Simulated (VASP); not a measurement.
# W (I4/mmm) in VASP: further runs, part 3 of 3

VASP 6.6.1. The steps go on from the part before.

**4. Single point, r2SCAN**

This run uses another cell than the first one, of the same volume but with other edges.

POSCAR reads:

```
W
1.0
   -1.8439481549      1.8439481549      1.1985663007
    1.8439481549     -1.8439481549      1.1985663007
    1.8439481549      1.8439481549     -1.1985663007
W
1
Direct
    0.0000000000      0.0000000000      0.0000000000
```

INCAR.step1 reads:

```
SYSTEM = W
PREC = Accurate
ENCUT = 520
ISMEAR = 0
SIGMA = 0.15
LREAL = .False.
LASPH = .True.
NELM = 60
NBANDS = 13
GGA = PE
ALGO = Normal
EDIFF = 1E-4
LWAVE = .True.
LCHARG = .False.
```

INCAR.step2 reads:

```
SYSTEM = W
PREC = Accurate
ENCUT = 520
EDIFF = 1E-6
ISMEAR = 0
SIGMA = 0.15
LREAL = .False.
LASPH = .True.
NELM = 60
ALGO = Normal
ISIF = 2
LWAVE = .False.
LCHARG = .True.
METAGGA = R2SCAN
LMIXTAU = .True.
LELF = .True.
LVHAR = .True.
NBANDS = 13
ISTART = 1
```

KPOINTS reads:

```
Automatic mesh
0
Gamma
  24 24 24
  0 0 0
```

Potentials or basis: VASP PAW PBE potentials, release 64 (W_sv).

Started as:

```bash
$ cat potpaw_PBE.64/W_sv/POTCAR > POTCAR
$ cp INCAR.step1 INCAR
$ mpirun -np 1 vasp_std > vasp.out
$ cp INCAR.step2 INCAR
$ mpirun -np 1 vasp_std > vasp.out
```

OUTCAR:

```text
SYSTEM = W
   PREC = Accurate
   ENCUT = 520
   EDIFF = 1E-6
   ISMEAR = 0
   LREAL = .False.
   LASPH = .True.
   NELM = 60
   ISIF = 2
   METAGGA = R2SCAN
   ISTART = 1

 ion  position               nearest neighbor table
   1  0.000  0.000  0.000-

  LATTYP: Found a body centered tetragonal cell.
 ALAT       =     3.6878963098
 C/A-ratio  =     0.6500000000

  Lattice vectors:

 A1 = (  -1.8439481549,   1.8439481549,   1.1985663007)
 A2 = (   1.8439481549,  -1.8439481549,   1.1985663007)
 A3 = (   1.8439481549,   1.8439481549,  -1.1985663007)

Analysis of symmetry for initial positions (statically):
=====================================================================
 Subroutine PRICEL returns:
 Original cell was already a primitive cell.

 Routine SETGRP: Setting up the symmetry group for a
 body centered tetragonal supercell.

 Subroutine GETGRP returns: Found 16 space group operations
 (whereof 16 operations were pure point group operations)
 out of a pool of 16 trial point group operations.

The static configuration has the point symmetry D_4h.

Analysis of symmetry for dynamics (positions and initial velocities):
=====================================================================
 Subroutine PRICEL returns:
 Original cell was already a primitive cell.

 Routine SETGRP: Setting up the symmetry group for a
 body centered tetragonal supercell.

 Subroutine GETGRP returns: Found 16 space group operations
 (whereof 16 operations were pure point group operations)
 out of a pool of 16 trial point group operations.

The dynamic configuration has the point symmetry D_4h.

 Subroutine INISYM returns: Found 16 space group operations
 (whereof 16 operations are pure point group operations),
 and found     1 'primitive' translations

----------------------------------------------------------------------------------------

                                     Primitive cell

  volume of cell :      16.3012

  direct lattice vectors                    reciprocal lattice vectors
    -1.843948155  1.843948155  1.198566301     0.000000000  0.271157298  0.417165074
     1.843948155 -1.843948155  1.198566301     0.271157298  0.000000000  0.417165074
     1.843948155  1.843948155 -1.198566301     0.271157298  0.271157298  0.000000000

  length of vectors
     2.869991424  2.869991424  2.869991424     0.497546962  0.497546962  0.383474329

  position of ions in fractional coordinates (direct lattice)
     0.000000000  0.000000000  0.000000000

  ion indices of the primitive-cell ions
   primitive index   ion index
                 1           1

----------------------------------------------------------------------------------------

 KPOINTS: Automatic mesh

Automatic generation of k-mesh.
 Grid dimensions read from file:
 generate k-points for:   24   24   24

 Generating k-lattice:

  Cartesian coordinates                     Fractional coordinates (reciprocal lattice)
     0.000000000  0.011298221  0.017381878     0.041666667 -0.000000000  0.000000000
     0.011298221  0.000000000  0.017381878    -0.000000000  0.041666667  0.000000000
     0.011298221  0.011298221  0.000000000     0.000000000  0.000000000  0.041666667

  Length of vectors
     0.020731123  0.020731123  0.015978097

  Shift w.r.t. Gamma in fractional coordinates (k-lattice)
     0.000000000  0.000000000  0.000000000

 Subroutine IBZKPT returns following result:
 ===========================================

 Found   1063 irreducible k-points:

 Following reciprocal coordinates:
            Coordinates               Weight
  0.000000  0.000000  0.000000      1.000000
  0.041667 -0.000000  0.000000      8.000000
  0.083333 -0.000000  0.000000      8.000000
  0.125000 -0.000000  0.000000      8.000000
  0.166667  0.000000  0.000000      8.000000
  0.208333 -0.000000  0.000000      8.000000
[... 16 lines left out ...]
  0.416667  0.041667  0.000000     16.000000
  0.458333  0.041667  0.000000     16.000000
 [... further k-points ...]
   k-points           NKPTS =   1063   k-points in BZ     NKDIM =   1063   number of bands    NBANDS=     13
   number of dos      NEDOS =    301   number of ions     NIONS =      1
   total plane-waves  NPLWV =  13824
   dimension x,y,z NGX =    24 NGY =   24 NGZ =   24
   dimension x,y,z NGXF=    48 NGYF=   48 NGZF=   48
   ions per type =               1
   NGX,Y,Z   is equivalent  to a cutoff of  13.90, 13.90, 13.90 a.u.
   NGXF,Y,Z  is equivalent  to a cutoff of  27.80, 27.80, 27.80 a.u.
 SYSTEM =  W
   PREC   = accura    normal or accurate (medium, high low for compatibility)
   ISTART =      1    job   : 0-new  1-cont  2-samecut
   ICHARG =      0    charge: 1-file 2-atom 10-const
   ISPIN  =      1    spin polarized calculation?
   LNONCOLLINEAR =      F non collinear calculations
   LSORBIT =      F    spin-orbit coupling
   LASPH  =      T    aspherical Exc in radial PAW
   ENCUT  =  520.0 eV  38.22 Ry    6.18 a.u.   5.34  5.34  5.34*2*pi/ulx,y,z
   NELM   =     60;   NELMIN=  2; NELMDL=  0     # of ELM steps
   EDIFF  = 0.1E-05   stopping-criterion for ELM
   LREAL  =      F    real-space projection
   EDIFFG = 0.1E-04   stopping-criterion for IOM
   NSW    =      0    number of steps for IOM
   IBRION =     -1    ionic relax: 0-MD 1-quasi-New 2-CG
   NFREE  =      0    steps in history (QN), initial steepest desc. (CG)
   ISIF   =      2    stress and relaxation
   ISYM   =      2    0-nonsym 1-usesym 2-fastsym
   POTIM  = 0.5000    time-step for ionic-motion
   TEBEG  =    0.0;   TEEND  =   0.0 temperature during run
   PSTRESS=    0.0 pullay stress
   NELECT =      14.0000    total number of electrons
   NUPDOWN=      -1.0000    fix difference up-down
   EMIN   =  10.00;   EMAX   =-10.00  energy-range for DOS
   EFERMI =   0.00;   METHOD = LEGACY
   ISMEAR =     0;   SIGMA  =   0.15  broadening in eV -4-tet -1-fermi 0-gaus
   EFERMI_NEDOS =   21; number of points for ismear=-14 and -15
   IALGO  =     38    algorithm
   IMIX   =      4    mixing-type and parameters
     AMIX     =   0.40;   BMIX     =  1.00
     AMIX_MAG =   1.60;   BMIX_MAG =  1.00
  volume/ion in A,a.u.               =      16.30       110.01
  Fermi-wavevector in a.u.,A,eV,Ry     =   1.556125  2.940649 32.946829  2.421524
  Thomas-Fermi vector in A             =   2.659966
   LORBIT       =      0    0 simple, 1 ext, 2 COOP (PROOUT), +10 PAW based schemes
   METAGGA = R2SCAN    functional components
   LHFCALC =     F    Hartree Fock is set to
   AEXX    =    0.0000 exact exchange contribution
   IVDW    =     0    specifies the selected vdW correction
   LEPSILON=     F    determine dielectric tensor
   LRPA    =     F    only Hartree local field effects (RPA)
 non-spin polarized calculation
 Gauss-broadening in eV      SIGMA  =   0.15
  energy-cutoff  :      520.00
  volume of cell :       16.30
 maximum number of plane-waves:       454
 NGX is ok and might be reduce to    24

 number of electron      13.9999999 magnetization

 Free energy of the ion-electron system (eV)
  ---------------------------------------------------
  ext. energy  EPLUGINS =         0.00000000
  ---------------------------------------------------
  free energy    TOTEN  =       -50.23069871 eV

  energy without entropy =      -50.22270868  energy(sigma->0) =      -50.22670370

 E-fermi :  11.0464     XC(G=0): -14.6280

 val. band max:       11.0449057057   @ k =  -0.2917  -0.4583   0.1250
 cond. band min:      11.0487874499   @ k =  -0.4167   0.2500   0.0833
 fundamental gap:      0.0038817442
 Fermi energy:        11.0463982436

 k-point     1 :       0.0000    0.0000    0.0000
  band No.  band energies     occupation
      1     -65.1787      2.00000
      2     -28.3159      2.00000
      3     -28.3159      2.00000
      4     -27.0814      2.00000
      5       1.0964      2.00000
      6       6.6399      2.00000
      7       7.7046      2.00000
      8      14.2096      0.00000
      9      14.2096      0.00000
     10      15.0057      0.00000
     11      24.4951      0.00000
     12      24.4951      0.00000
     13      34.2912      0.00000
[... 353 lines left out ...]
 k-point    24 :       0.4583    0.0417    0.0000
  band No.  band energies     occupation
      1     -64.7942      2.00000
      2     -30.1007      2.00000
      3     -28.3870      2.00000
      4     -28.3512      2.00000
      5       4.7794      2.00000
      6       6.0138      2.00000
      7      12.6426      0.00000
      8      13.4271      0.00000
      9      15.2654      0.00000
     10      16.9377      0.00000
     11      23.6926      0.00000
     12      24.4788      0.00000
     13      26.3791      0.00000

 [... further k-points ...]
[... 5 lines left out ...]
  --------------------------------------------------------------------------------------
  -------------------------------------------------------------------------------------
  Total       -0.7999044     -0.7999044      8.5578553      0.0000000      0.0000000      0.0000000
  in kB      -78.6193050    -78.6193050    841.1163160      0.0000000      0.0000000      0.0000000
  external PRESSURE =     227.9592354 kB  Pullay stress =       0.0000000 kB

 VOLUME and BASIS-vectors are now :
 -----------------------------------------------------------------------------
  energy-cutoff  :      520.00
  volume of cell :       16.30
      direct lattice vectors                 reciprocal lattice vectors
    -1.843948155  1.843948155  1.198566301     0.000000000  0.271157298  0.417165074
     1.843948155 -1.843948155  1.198566301     0.271157298  0.000000000  0.417165074
     1.843948155  1.843948155 -1.198566301     0.271157298  0.271157298  0.000000000

 POSITION                                       TOTAL-FORCE (eV/Angst)
 -----------------------------------------------------------------------------------
      0.00000      0.00000      0.00000         0.000000      0.000000      0.000000
 -----------------------------------------------------------------------------------
    total drift:                                0.000000      0.000000      0.000000

  FREE ENERGIE OF THE ION-ELECTRON SYSTEM (eV)
  ---------------------------------------------------
  free  energy   TOTEN  =       -50.2306987102 eV

  energy  without entropy=      -50.2227086806  energy(sigma->0) =      -50.22670370
```

OUTCAR.step1:

```text
SYSTEM = W
   PREC = Accurate
   ENCUT = 520
   ISMEAR = 0
   LREAL = .False.
   LASPH = .True.
[... 602 lines left out ...]
 POSITION                                       TOTAL-FORCE (eV/Angst)
 -----------------------------------------------------------------------------------
      0.00000      0.00000      0.00000         0.000000     -0.000000     -0.000000
 -----------------------------------------------------------------------------------
    total drift:                                0.000000      0.000000     -0.000000

  FREE ENERGIE OF THE ION-ELECTRON SYSTEM (eV)
  ---------------------------------------------------
  free  energy   TOTEN  =       -11.8531622501 eV

  energy  without entropy=      -11.8435570611  energy(sigma->0) =      -11.84835966
```

OSZICAR.step1:

```text
N       E                     dE             d eps       ncg     rms          rms(c)
DAV:   1     0.874191073296E+02    0.87419E+02   -0.75002E+03 27749   0.122E+03
DAV:   2    -0.106273705417E+02   -0.98046E+02   -0.93981E+02 30838   0.318E+02
DAV:   3    -0.123469763338E+02   -0.17196E+01   -0.17119E+01 31048   0.409E+01
DAV:   4    -0.123545969996E+02   -0.76207E-02   -0.76205E-02 30388   0.300E+00
DAV:   5    -0.123546657725E+02   -0.68773E-04   -0.68773E-04 31208   0.270E-01    0.218E+01
DAV:   6    -0.119696310304E+02    0.38503E+00   -0.29820E-01 28743   0.716E+00    0.974E+00
DAV:   7    -0.118559013253E+02    0.11373E+00   -0.19764E-01 30758   0.549E+00    0.506E-01
DAV:   8    -0.118531753998E+02    0.27259E-02   -0.61155E-03 28698   0.961E-01    0.854E-02
DAV:   9    -0.118531622501E+02    0.13150E-04   -0.84344E-05 22723   0.118E-01
   1 F= -.11853162E+02 E0= -.11848360E+02  d E =-.960519E-02
```

Run time: 7.3 min. Hardware: 1 thread of Intel Xeon 6975P-C, shared host; peak memory 0.33 GiB.

What came out:

```yaml
Free_energy: -50.2307 eV
Pressure: 22.8 GPa
Band_gap_on_the_k_mesh: zero (band 7 reaches 15.52 eV, above the bottom of band 8 at 8.97 eV)
```

Stress tensor (GPa, compression positive):
```
-7.86  0.00  0.00
 0.00 -7.86  0.00
 0.00  0.00 84.11
```

Levels at points of the mesh, in eV from the Fermi level:
| k point | band 4 | band 5 | band 6 | band 7 | band 8 | band 9 | band 10 | band 11 |
| --- | --- | --- | --- | --- | --- | --- | --- | --- |
| (0.00, 0.00, 0.00) | -38.13 | -9.95 | -4.41 | -3.34 | 3.16 | 3.16 | 3.96 | 13.45 |
| (0.50, 0.00, 0.00) | -39.40 | -6.31 | -5.06 | 1.72 | 2.66 | 4.04 | 5.78 | 12.59 |
| (0.50, 0.50, 0.00) | -38.24 | -6.88 | -3.18 | -1.59 | 0.84 | 2.45 | 6.46 | 8.61 |
| (0.50, 0.50, 0.50) | -38.37 | -6.24 | -6.19 | 4.47 | 4.47 | 5.58 | 6.09 | 6.09 |

Caveat: the PAW data sets were made with another functional, which shifts forces and pressure a little; spin-orbit coupling is left out, which moves the levels of the heavy elements.

**5. The runs side by side**

```csv
cell,gap on the mesh (eV),pressure (GPa)
"a = 2.771 Å, angles 107.3, 107.3, 113.9°, 1 atom",none,-5.2
"a = 2.772 Å, angles 112.1, 112.1, 104.2°, 1 atom",none,-5.0
"a = 2.870 Å, angles 100.0, 100.0, 130.6°, 1 atom",none,22.8
```

Alike in all rows: task single point; level r2SCAN; potentials or basis VASP PAW PBE potentials, release 64 (W_sv); no spin polarisation; k mesh 24 × 24 × 24; cutoff (eV) 520; smearing gaussian 0.15 eV.

Caveats: the PAW data sets were made with another functional, which shifts forces and pressure a little; spin-orbit coupling is left out, which moves the levels of the heavy elements.

Total energies depend on the potentials used, so only differences within one code and one set of settings carry meaning.
